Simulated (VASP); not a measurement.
A run of VASP 6.6.1 is set up as follows.

The input INCAR:

```
SYSTEM = In
PREC = Accurate
ENCUT = 520
EDIFF = 1E-6
ISMEAR = 0
SIGMA = 0.15
LREAL = .FALSE.
LASPH = .TRUE.
NELM = 100
ALGO = Fast
ISIF = 2
LWAVE = .FALSE.
LCHARG = .FALSE.
GGA = PS
NBANDS = 12
```

Contents of KPOINTS:

```
Automatic mesh
0
G
  20 20 20
  0 0 0
```

The input POSCAR:

```
In
1.0
   -1.5936270000      1.6261500000      2.4739500000
    1.5936270000     -1.6261500000      2.4739500000
    1.5936270000      1.6261500000     -2.4739500000
In
1
Direct
    0.0000000000      0.0000000000      0.0000000000
```

Potentials or basis: VASP PAW PBE potentials, release 64 (In_d).

Command:

```sh
$ cat potpaw_PBE.64/In_d/POTCAR > POTCAR
$ mpirun -np 1 vasp_std > vasp.out
```

(1) What does it give for the pressure?

(2) What does it give for the band gap on the k mesh?

Results:

(1) -0.1 GPa.

(2) zero (an odd number of electrons rules out a gap without spin polarisation).

Caveat: the cell differs from its parent crystal (strain -0.0200 x Voigt [1, 0, 0, 0, 0, 0]); the PAW data sets were made with another functional, which shifts forces and pressure a little; spin-orbit coupling is left out, which moves the levels of the heavy elements.
